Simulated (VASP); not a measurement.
Here is a VASP 6.6.1 calculation.

Contents of INCAR:

```
SYSTEM = As
ALGO     = Normal         ! electronic algorithm
DIPOL    = 0.5 0.5 0.500
EDIFF    = 1E-6           ! SCF threshold, eV
ENCUT    = 520            ! plane-wave cutoff, eV
GGA      = PE             ! functional
IDIPOL   = 3            
ISIF     = 2              ! what is computed and relaxed
ISMEAR   = 0              ! smearing method
IVDW     = 12             ! dispersion correction
LASPH    = .TRUE.         ! aspherical terms in the spheres
LCHARG   = .TRUE.         ! write CHGCAR
LDIPOL   = .TRUE.       
LELF     = .TRUE.         ! ELF
LREAL    = .FALSE.        ! projectors in reciprocal space
LVACPOTAV= .TRUE.       
LVHAR    = .TRUE.       
LWAVE    = .FALSE.        ! write WAVECAR
NBANDS   = 12             ! bands
NELM     = 100            ! most SCF steps
PREC     = Accurate       ! precision mode
SIGMA    = 0.02           ! smearing width, eV
```

KPOINTS

```
k-points
0
G
  9 9 1
  0 0 0
```

POSCAR

```
As
1.0
    3.4630000000      0.0000000000      0.0000000000
   -1.7315000000      2.9990459733      0.0000000000
    0.0000000000      0.0000000000     28.5742413766
As
2
Direct
    0.3333333333      0.6666666667      0.4738050788
    0.6666666667      0.3333333333      0.5261949212
```

Potentials or basis: VASP PAW PBE potentials, release 64 (As).

The run is started by

```bash
$ cat potpaw_PBE.64/As/POTCAR > POTCAR
$ mpirun -np 1 vasp_std > vasp.out
```

Q: Estimate the largest force.

A: 0.841 eV/Å.

Q: Predict the band gap on the k mesh.

A: 0.80 eV, indirect (least direct gap 2.10 eV).

Q: What does it give for the dispersion energy per atom?

A: -0.224 eV.

Q: Predict the ionisation potential of the upper face.

A: 4.45 eV.

Forces on the atoms (eV/Å):
```
As   0.000  0.000  0.841
As   0.000  0.000 -0.841
```
